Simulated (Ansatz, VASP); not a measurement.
# Two plane-wave programs on Hg

```
Hg
1.0
     0.00000    2.50225    2.50225
     2.50225    0.00000    2.50225
     2.21522    2.21522    0.28703
Hg
1
Direct
  0.00000 0.00000 0.00000
```

Alike in both runs: task single point; functional PBE; k mesh 12 × 12 × 12; occupations gaussian, width 0.05 eV; no spin polarisation.

|  | VASP | Ansatz |
| --- | --- | --- |
| version | VASP 6.6.1 | Ansatz 0.2.0 |
| potentials or method | VASP PAW PBE potentials, release 64 (Hg), cutoff 520 eV | scalar-relativistic, plane waves, PAW |
| valence electrons in the cell | 12 | 20 |

|  | VASP | Ansatz | Ansatz less VASP |
| --- | --- | --- | --- |
| gap on the k mesh at the Fermi level (eV) | none | none | - |
| pressure (GPa) | 1.6 | 1.3 | -0.27 |
| traceless stress, the component that is largest in VASP (GPa) | -0.56 | -0.63 | -0.065 |

A gap of «none» marks a metal or a gap that the smearing closes. VASP's potentials hold 12 valence electrons a cell and Ansatz's 20, so a difference there can come from the potentials and not from the codes.

Spin-orbit coupling is off throughout.
